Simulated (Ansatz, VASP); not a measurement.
Fe3PdC in VASP and in Ansatz

```xyz
5
Lattice="3.7643 0.0000 0.0000 0.0000 3.7643 0.0000 0.0000 0.0000 3.7643" Properties=species:S:1:pos:R:3 pbc="T T T"
Pd    0.0000    0.0000    0.0000
C     1.8821    1.8821    1.8821
Fe    1.8821    1.8821    0.0000
Fe    1.8821    0.0000    1.8821
Fe    0.0000    1.8821    1.8821
```

Alike in both runs: functional PBE; k mesh 10 × 10 × 10; occupations gaussian, width 0.1 eV; no spin polarisation.

Ansatz relaxed the structure, and its values are those at the end. VASP's run is a single point on that final structure, the one shown.

|  | VASP | Ansatz |
| --- | --- | --- |
| version | VASP 6.6.1 | Ansatz 0.2.0 |
| potentials or method | VASP PAW PBE potentials, release 64 (Pd, C, Fe), cutoff 600 eV | scalar-relativistic, plane waves, PAW |
| valence electrons in the cell | 38 | 70 |

```tsv
	VASP	Ansatz	Ansatz less VASP
gap on the k mesh at the Fermi level (eV)	none	none	-
pressure (GPa)	0.6	0.0	-0.60
```

A gap of «none» marks a metal or a gap that the smearing closes. VASP's potentials hold 38 valence electrons a cell and Ansatz's 70, so a difference there can come from the potentials and not from the codes.
